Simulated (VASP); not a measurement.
# CdS (F-43m) in VASP: settings compared

The runs below take CdS through electric field gradients, with LDA, PBE.

Everything below comes from runs of VASP 6.6.1. Logs are shortened: lines on timing, memory, paths and dates and some standing lists are left out, and cuts for length are marked.

## (1) The cell of the first run

Symmetry: F-43m, No. 216, cubic system. The conventional cell has a = 5.820 Å, b = 5.820 Å, c = 5.820 Å, α = 90.00°, β = 90.00°, γ = 90.00°. Cd (site symmetry -43m) has 4 S at 2.52 Å within 3.3 Å. Within 3.3 Å of S (site symmetry -43m) lie 4 Cd at 2.52 Å.

## (2) Electric field gradients, LDA

Contents of INCAR:

```
SYSTEM = CdS
  PREC = Accurate
  ENCUT = 520
  EDIFF = 1E-8
  ISMEAR = -1
  SIGMA = 0.03
  LREAL = .FALSE.
  LASPH = .TRUE.
  NELM = 100
  ALGO = Normal
  ISIF = 2
  LWAVE = .FALSE.
  LCHARG = .FALSE.
  LEFG = .TRUE.
  NBANDS = 16
```

Contents of KPOINTS:

```
regular mesh
0
G
  9 9 9
  0 0 0
```

Contents of POSCAR:

```
CdS
1.0
    0.0000000000      2.9100000000      2.9100000000
    2.9100000000      0.0000000000      2.9100000000
    2.9100000000      2.9100000000      0.0000000000
Cd S
1 1
Direct
    0.0000000000      0.0000000000      0.0000000000
    0.7500000000      0.7500000000      0.7500000000
```

Potentials or basis: VASP PAW LDA potentials, release 64 (Cd, S).

On the command line:

```console
> cat potpaw_LDA.64/Cd/POTCAR potpaw_LDA.64/S/POTCAR > POTCAR
> mpirun -np 1 vasp_std > vasp.out
```

OUTCAR:

```text
SYSTEM = CdS
   PREC = Accurate
   ENCUT = 520
   EDIFF = 1E-8
   ISMEAR = -1
   LREAL = .FALSE.
   LASPH = .TRUE.
   NELM = 100
   ISIF = 2

 ion  position               nearest neighbor table
   1  0.000  0.000  0.000-   2 2.52   2 2.52   2 2.52   2 2.52
   2  0.750  0.750  0.750-   1 2.52   1 2.52   1 2.52   1 2.52

  LATTYP: Found a face centered cubic cell.
 ALAT       =     5.8200000000

  Lattice vectors:

 A1 = (   0.0000000000,   2.9100000000,   2.9100000000)
 A2 = (   2.9100000000,   0.0000000000,   2.9100000000)
 A3 = (   2.9100000000,   2.9100000000,   0.0000000000)

Analysis of symmetry for initial positions (statically):
=====================================================================
 Subroutine PRICEL returns:
 Original cell was already a primitive cell.

 Routine SETGRP: Setting up the symmetry group for a
 face centered cubic supercell.

 Subroutine GETGRP returns: Found 24 space group operations
 (whereof 24 operations were pure point group operations)
 out of a pool of 48 trial point group operations.

The static configuration has the point symmetry T_d .

Analysis of symmetry for dynamics (positions and initial velocities):
=====================================================================
 Subroutine PRICEL returns:
 Original cell was already a primitive cell.

 Routine SETGRP: Setting up the symmetry group for a
 face centered cubic supercell.

 Subroutine GETGRP returns: Found 24 space group operations
 (whereof 24 operations were pure point group operations)
 out of a pool of 48 trial point group operations.

The dynamic configuration has the point symmetry T_d .

 Subroutine INISYM returns: Found 24 space group operations
 (whereof 24 operations are pure point group operations),
 and found     1 'primitive' translations

----------------------------------------------------------------------------------------

                                     Primitive cell

  volume of cell :      49.2843

  direct lattice vectors                    reciprocal lattice vectors
     0.000000000  2.910000000  2.910000000    -0.171821306  0.171821306  0.171821306
     2.910000000  0.000000000  2.910000000     0.171821306 -0.171821306  0.171821306
     2.910000000  2.910000000  0.000000000     0.171821306  0.171821306 -0.171821306

  length of vectors
     4.115361467  4.115361467  4.115361467     0.297603232  0.297603232  0.297603232

  position of ions in fractional coordinates (direct lattice)
     0.000000000  0.000000000  0.000000000
     0.750000000  0.750000000  0.750000000

  ion indices of the primitive-cell ions
   primitive index   ion index
                 1           1
                 2           2

----------------------------------------------------------------------------------------

 KPOINTS: regular mesh

Automatic generation of k-mesh.
 Grid dimensions read from file:
 generate k-points for:    9    9    9

 Generating k-lattice:

  Cartesian coordinates                     Fractional coordinates (reciprocal lattice)
    -0.019091256  0.019091256  0.019091256     0.111111111  0.000000000  0.000000000
     0.019091256 -0.019091256  0.019091256     0.000000000  0.111111111  0.000000000
     0.019091256  0.019091256 -0.019091256     0.000000000  0.000000000  0.111111111

  Length of vectors
     0.033067026  0.033067026  0.033067026

  Shift w.r.t. Gamma in fractional coordinates (k-lattice)
     0.000000000  0.000000000  0.000000000

 Subroutine IBZKPT returns following result:
 ===========================================

 Found     35 irreducible k-points:

 Following reciprocal coordinates:
            Coordinates               Weight
  0.000000  0.000000  0.000000      1.000000
  0.111111  0.000000  0.000000      8.000000
  0.222222  0.000000  0.000000      8.000000
  0.333333  0.000000  0.000000      8.000000
  0.444444  0.000000  0.000000      8.000000
  0.111111  0.111111  0.000000      6.000000
[... 16 lines left out ...]
 -0.333333  0.333333  0.000000     12.000000
  0.444444  0.444444  0.000000      6.000000
 [... further k-points ...]
   k-points           NKPTS =     35   k-points in BZ     NKDIM =     35   number of bands    NBANDS=     16
   number of dos      NEDOS =    301   number of ions     NIONS =      2
   total plane-waves  NPLWV =  32768
   dimension x,y,z NGX =    32 NGY =   32 NGZ =   32
   dimension x,y,z NGXF=    64 NGYF=   64 NGZF=   64
   ions per type =               1   1
   NGX,Y,Z   is equivalent  to a cutoff of  12.93, 12.93, 12.93 a.u.
   NGXF,Y,Z  is equivalent  to a cutoff of  25.85, 25.85, 25.85 a.u.
 SYSTEM =  CdS
   PREC   = accura    normal or accurate (medium, high low for compatibility)
   ISTART =      0    job   : 0-new  1-cont  2-samecut
   ICHARG =      2    charge: 1-file 2-atom 10-const
   ISPIN  =      1    spin polarized calculation?
   LNONCOLLINEAR =      F non collinear calculations
   LSORBIT =      F    spin-orbit coupling
   LASPH  =      T    aspherical Exc in radial PAW
   ENCUT  =  520.0 eV  38.22 Ry    6.18 a.u.   7.65  7.65  7.65*2*pi/ulx,y,z
   NELM   =    100;   NELMIN=  2; NELMDL= -5     # of ELM steps
   EDIFF  = 0.1E-07   stopping-criterion for ELM
   LREAL  =      F    real-space projection
   EDIFFG = 0.1E-06   stopping-criterion for IOM
   NSW    =      0    number of steps for IOM
   IBRION =     -1    ionic relax: 0-MD 1-quasi-New 2-CG
   NFREE  =      0    steps in history (QN), initial steepest desc. (CG)
   ISIF   =      2    stress and relaxation
   ISYM   =      2    0-nonsym 1-usesym 2-fastsym
   POTIM  = 0.5000    time-step for ionic-motion
   TEBEG  =    0.0;   TEEND  =   0.0 temperature during run
   PSTRESS=    0.0 pullay stress
   NELECT =      18.0000    total number of electrons
   NUPDOWN=      -1.0000    fix difference up-down
   EMIN   =  10.00;   EMAX   =-10.00  energy-range for DOS
   EFERMI =   0.00;   METHOD = LEGACY
   ISMEAR =    -1;   SIGMA  =   0.03  broadening in eV -4-tet -1-fermi 0-gaus
   EFERMI_NEDOS =   21; number of points for ismear=-14 and -15
   IALGO  =     38    algorithm
   IMIX   =      4    mixing-type and parameters
     AMIX     =   0.40;   BMIX     =  1.00
     AMIX_MAG =   1.60;   BMIX_MAG =  1.00
  volume/ion in A,a.u.               =      24.64       166.29
  Fermi-wavevector in a.u.,A,eV,Ry     =   1.170207  2.211371 18.631605  1.369384
  Thomas-Fermi vector in A             =   2.306669
   LORBIT       =      0    0 simple, 1 ext, 2 COOP (PROOUT), +10 PAW based schemes
   GGA     = CA    functional components
   LHFCALC =     F    Hartree Fock is set to
   AEXX    =    0.0000 exact exchange contribution
   IVDW    =     0    specifies the selected vdW correction
   LEPSILON=     F    determine dielectric tensor
   LRPA    =     F    only Hartree local field effects (RPA)
 non-spin polarized calculation
  energy-cutoff  :      520.00
  volume of cell :       49.28
 maximum number of plane-waves:      1363
   NGX = 15   NGY = 15   NGZ = 15

 number of electron      18.0000003 magnetization

 Free energy of the ion-electron system (eV)
  ---------------------------------------------------
  ext. energy  EPLUGINS =         0.00000000
  ---------------------------------------------------
  free energy    TOTEN  =        -7.40172297 eV

  energy without entropy =       -7.40172297  energy(sigma->0) =       -7.40172297

 E-fermi :   1.6580     XC(G=0):  -9.6166

 val. band max:        1.1855002158   @ k =   0.0000   0.0000   0.0000
 cond. band min:       2.0924328428   @ k =   0.0000   0.0000   0.0000
 fundamental gap:      0.9069326270
 Fermi energy:         1.6580394022

 k-point     1 :       0.0000    0.0000    0.0000
  band No.  band energies     occupation
      1     -11.2124      2.00000
      2      -6.6174      2.00000
      3      -6.6174      2.00000
      4      -6.6174      2.00000
      5      -6.1234      2.00000
      6      -6.1234      2.00000
[... 8 lines left out ...]
     15      12.6387      0.00000
     16      12.6387      0.00000

 k-point     2 :       0.1111    0.0000    0.0000
  band No.  band energies     occupation
      1     -11.1600      2.00000
      2      -6.5988      2.00000
      3      -6.5988      2.00000
      4      -6.5767      2.00000
      5      -6.1245      2.00000
      6      -6.1245      2.00000
[... 8 lines left out ...]
     15      12.0626      0.00000
     16      12.8608      0.00000

 k-point     3 :       0.2222    0.0000    0.0000
  band No.  band energies     occupation
      1     -11.0268      2.00000
      2      -6.5555      2.00000
      3      -6.5555      2.00000
      4      -6.4311      2.00000
      5      -6.1220      2.00000
      6      -6.1220      2.00000
[... 8 lines left out ...]
     15      11.6850      0.00000
     16      12.3709      0.00000

 k-point     4 :       0.3333    0.0000    0.0000
  band No.  band energies     occupation
      1     -10.8749      2.00000
      2      -6.5156      2.00000
      3      -6.5156      2.00000
      4      -6.1437      2.00000
      5      -6.1067      2.00000
      6      -6.1067      2.00000
[... 8 lines left out ...]
     15      12.1958      0.00000
     16      12.1958      0.00000

 k-point     5 :       0.4444    0.0000    0.0000
  band No.  band energies     occupation
      1     -10.7763      2.00000
      2      -6.4964      2.00000
      3      -6.4964      2.00000
      4      -6.0879      2.00000
      5      -6.0879      2.00000
      6      -5.8008      2.00000
[... 8 lines left out ...]
     15      13.3444      0.00000
     16      13.3444      0.00000

 k-point     6 :       0.1111    0.1111    0.0000
  band No.  band energies     occupation
      1     -11.1427      2.00000
      2      -6.5854      2.00000
      3      -6.5814      2.00000
      4      -6.5814      2.00000
      5      -6.1375      2.00000
      6      -6.1128      2.00000
[... 8 lines left out ...]
     15      12.7196      0.00000
     16      13.3245      0.00000
[... 267 lines left out ...]
 k-point    21 :       0.4444    0.3333    0.0000
  band No.  band energies     occupation
      1     -10.6876      2.00000
      2      -6.4037      2.00000
      3      -6.3196      2.00000
      4      -6.2948      2.00000
      5      -6.0492      2.00000
      6      -5.8133      2.00000
[... 8 lines left out ...]
     15      13.7063      0.00000
     16      15.1668      0.00000

 k-point    22 :      -0.4444    0.3333    0.0000
  band No.  band energies     occupation
      1     -10.6460      2.00000
      2      -6.4168      2.00000
      3      -6.3179      2.00000
      4      -6.2359      2.00000
      5      -6.0676      2.00000
      6      -5.5788      2.00000
[... 8 lines left out ...]
     15      13.5150      0.00000
     16      14.9461      0.00000

 k-point    23 :      -0.3333    0.3333    0.0000
  band No.  band energies     occupation
      1     -10.6606      2.00000
      2      -6.4353      2.00000
      3      -6.3562      2.00000
      4      -6.1793      2.00000
      5      -6.1010      2.00000
      6      -5.5494      2.00000
[... 8 lines left out ...]
     15      12.4679      0.00000
     16      15.7349      0.00000

 k-point    24 :       0.4444    0.4444    0.0000
  band No.  band energies     occupation
      1     -10.6415      2.00000
      2      -6.4039      2.00000
      3      -6.2712      2.00000
      4      -6.2712      2.00000
      5      -6.0354      2.00000
      6      -5.7270      2.00000
[... 8 lines left out ...]
     15      13.5031      0.00000
     16      14.9822      0.00000

 [... further k-points ...]

------------------------ aborting loop because EDIFF is reached ----------------------------------------

  FORCE on cell =-STRESS in cart. coord.  units (eV):
  Direction    XX          YY          ZZ          XY          YZ          ZX
  --------------------------------------------------------------------------------------
  -------------------------------------------------------------------------------------
  Total       -0.4895641     -0.4895641     -0.4895641     -0.0000000      0.0000000      0.0000000
  in kB      -15.9151679    -15.9151679    -15.9151679     -0.0000000      0.0000000      0.0000000
  external PRESSURE =     -15.9151679 kB  Pullay stress =       0.0000000 kB

 VOLUME and BASIS-vectors are now :
 -----------------------------------------------------------------------------
  energy-cutoff  :      520.00
  volume of cell :       49.28
      direct lattice vectors                 reciprocal lattice vectors
     0.000000000  2.910000000  2.910000000    -0.171821306  0.171821306  0.171821306
     2.910000000  0.000000000  2.910000000     0.171821306 -0.171821306  0.171821306
     2.910000000  2.910000000  0.000000000     0.171821306  0.171821306 -0.171821306

 POSITION                                       TOTAL-FORCE (eV/Angst)
 -----------------------------------------------------------------------------------
      0.00000      0.00000      0.00000        -0.000000     -0.000000     -0.000000
      4.36500      4.36500      4.36500         0.000000      0.000000      0.000000
 -----------------------------------------------------------------------------------
    total drift:                               -0.000000     -0.000000     -0.000000

  FREE ENERGIE OF THE ION-ELECTRON SYSTEM (eV)
  ---------------------------------------------------
  free  energy   TOTEN  =        -7.4017229697 eV

  energy  without entropy=       -7.4017229683  energy(sigma->0) =       -7.40172297

 Electric field gradients (V/A^2)
---------------------------------------------------------------------
 ion       V_xx      V_yy      V_zz      V_xy      V_xz      V_yz
---------------------------------------------------------------------
   1      -0.000     0.000     0.000     0.002     0.002     0.002
   2      -0.000    -0.000     0.000    -0.000    -0.000    -0.000
---------------------------------------------------------------------

 Electric field gradients after diagonalization (V/A^2)
 (convention: |V_zz| > |V_xx| > |V_yy|)
----------------------------------------------------------------------
 ion       V_xx      V_yy      V_zz     asymmetry (V_yy - V_xx)/ V_zz
----------------------------------------------------------------------
   1      -0.002    -0.002     0.004       0.000
   2       0.000     0.000    -0.000       0.000
----------------------------------------------------------------------

           NMR quadrupolar parameters

 Cq : quadrupolar parameter    Cq=e*Q*V_zz/h
 eta: asymmetry parameters     (V_yy - V_xx)/ V_zz
 Q  : nuclear electric quadrupole moment in mb (millibarn)
----------------------------------------------------------------------
 ion       Cq(MHz)       eta       Q (mb)
----------------------------------------------------------------------
   1       0.000       0.000       1.000
   2      -0.000       0.000       1.000
----------------------------------------------------------------------
```

It took 13 s on 1 thread of AMD EPYC 9R45 (Zen 5), shared host; peak memory 0.13 GiB.

Results:

```
Free energy            : -7.4017 eV
Pressure               : -1.6 GPa
Band gap on the k mesh : 0.91 eV, direct
```

Caveat: without QUAD_EFG the Cq values of the log hold for a quadrupole moment of 1 mb, not for the nuclei. LDA gaps usually lie below the measured ones, often by a third to a half.

## (3) Electric field gradients, PBE, non-collinear spin, zero start, spin-orbit coupling

Contents of INCAR:

```
SYSTEM = CdS
PREC = Accurate ; ENCUT = 520
EDIFF = 1E-8 ; ISMEAR = -1
SIGMA = 0.03 ; LREAL = .FALSE.
LASPH = .TRUE. ; NELM = 150
ALGO = Normal ; ISIF = 2
LWAVE = .FALSE. ; LCHARG = .FALSE.
MAGMOM = 0 0 0 0 0 0 ; LORBIT = 11
LSORBIT = .TRUE. ; GGA_COMPAT = .FALSE.
LORBMOM = .TRUE. ; GGA = PE
LEFG = .TRUE. ; NBANDS = 30
```

Contents of KPOINTS:

```
Automatic mesh
0
G
  9 9 9
  0 0 0
```

POSCAR is that of step 2.

Potentials or basis: VASP PAW PBE potentials, release 64 (Cd, S).

On the command line:

```console
> cat potpaw_PBE.64/Cd/POTCAR potpaw_PBE.64/S/POTCAR > POTCAR
> mpirun -np 1 vasp_ncl > vasp.out
```

OUTCAR:

```text
SYSTEM = CdS
   PREC = Accurate
   ENCUT = 520
   EDIFF = 1E-8
   ISMEAR = -1
   LREAL = .FALSE.
   LASPH = .TRUE.
   NELM = 150
   ISIF = 2
   LORBIT = 11
   LSORBIT = .TRUE.
   GGA = PE

 ion  position               nearest neighbor table
   1  0.000  0.000  0.000-   2 2.52   2 2.52   2 2.52   2 2.52
   2  0.750  0.750  0.750-   1 2.52   1 2.52   1 2.52   1 2.52

  LATTYP: Found a face centered cubic cell.
 ALAT       =     5.8200000000

  Lattice vectors:

 A1 = (   0.0000000000,   2.9100000000,   2.9100000000)
 A2 = (   2.9100000000,   0.0000000000,   2.9100000000)
 A3 = (   2.9100000000,   2.9100000000,   0.0000000000)

Analysis of symmetry for initial positions (statically):
=====================================================================
 Subroutine PRICEL returns:
 Original cell was already a primitive cell.

 Routine SETGRP: Setting up the symmetry group for a
 face centered cubic supercell.

 Subroutine GETGRP returns: Found 24 space group operations
 (whereof 24 operations were pure point group operations)
 out of a pool of 48 trial point group operations.
[... 1085 lines left out ...]
     0.0000000     0.0000000     0.0000000     0.0000000     0.0000000     0.0000000     0.0000000
     0.0000000     0.0000000     0.0000000     0.0000000     0.0000000     0.0000000     0.0000000
     0.0000000     0.0000000     0.0000000     0.0000000     0.0000000     0.0000000     0.0000000
     0.0000000     0.0000000     0.0000000     0.0000000     0.0000000     0.0000000     0.0000000
     0.0000000     0.0000000     0.0000000     0.0000000     0.0000000     0.0000000     0.0000000
     0.0000000     0.0000000     0.0000000     0.0000000     0.0000000     0.0000000     0.0000000

 Ion:    2  E_soc:     -0.0021219
 l=   1
     0.0000000    -0.0003537    -0.0003537
    -0.0003537     0.0000000    -0.0003537
    -0.0003537    -0.0003537     0.0000000
 l=   2
     0.0000000     0.0000000     0.0000000     0.0000000     0.0000000
     0.0000000     0.0000000     0.0000000     0.0000000     0.0000000
     0.0000000     0.0000000     0.0000000     0.0000000     0.0000000
     0.0000000     0.0000000     0.0000000     0.0000000     0.0000000
     0.0000000     0.0000000     0.0000000     0.0000000     0.0000000
 l=   3
     0.0000000     0.0000000     0.0000000     0.0000000     0.0000000     0.0000000     0.0000000
     0.0000000     0.0000000     0.0000000     0.0000000     0.0000000     0.0000000     0.0000000
     0.0000000     0.0000000     0.0000000     0.0000000     0.0000000     0.0000000     0.0000000
     0.0000000     0.0000000     0.0000000     0.0000000     0.0000000     0.0000000     0.0000000
     0.0000000     0.0000000     0.0000000     0.0000000     0.0000000     0.0000000     0.0000000
     0.0000000     0.0000000     0.0000000     0.0000000     0.0000000     0.0000000     0.0000000
     0.0000000     0.0000000     0.0000000     0.0000000     0.0000000     0.0000000     0.0000000

 total charge

# of ion       s       p       d       tot
------------------------------------------
    1        0.428   0.332   9.565  10.325
    2        1.323   2.407   0.000   3.729
--------------------------------------------------
tot          1.751   2.739   9.565  14.054

 magnetization (x)

# of ion       s       p       d       tot
------------------------------------------
    1       -0.000  -0.000   0.000  -0.000
    2       -0.000   0.000   0.000   0.000
--------------------------------------------------
tot         -0.000  -0.000   0.000  -0.000

 magnetization (y)

# of ion       s       p       d       tot
------------------------------------------
    1        0.000   0.000   0.000   0.000
    2        0.000   0.000   0.000   0.000
--------------------------------------------------
tot          0.000   0.000   0.000   0.000

 magnetization (z)

# of ion       s       p       d       tot
------------------------------------------
    1       -0.000  -0.000   0.000  -0.000
    2        0.000   0.000   0.000   0.000
--------------------------------------------------
tot         -0.000  -0.000   0.000  -0.000
```

Wall time 1.8 min (1 thread of AMD EPYC 9R45 (Zen 5), shared host); peak memory 0.34 GiB.

Results:

* Free energy: -6.1439 eV
* Pressure: 3.6 GPa
* Net moment: 0.00 μB per cell
* Valence electrons inside the program's atomic spheres: Cd 10.32; S 3.73

Moments on the atoms (μB; x, y, z):
```
Cd  0.00 0.00 0.00
S   0.00 0.00 0.00
```

Caveat: without QUAD_EFG the Cq values of the log hold for a quadrupole moment of 1 mb, not for the nuclei.
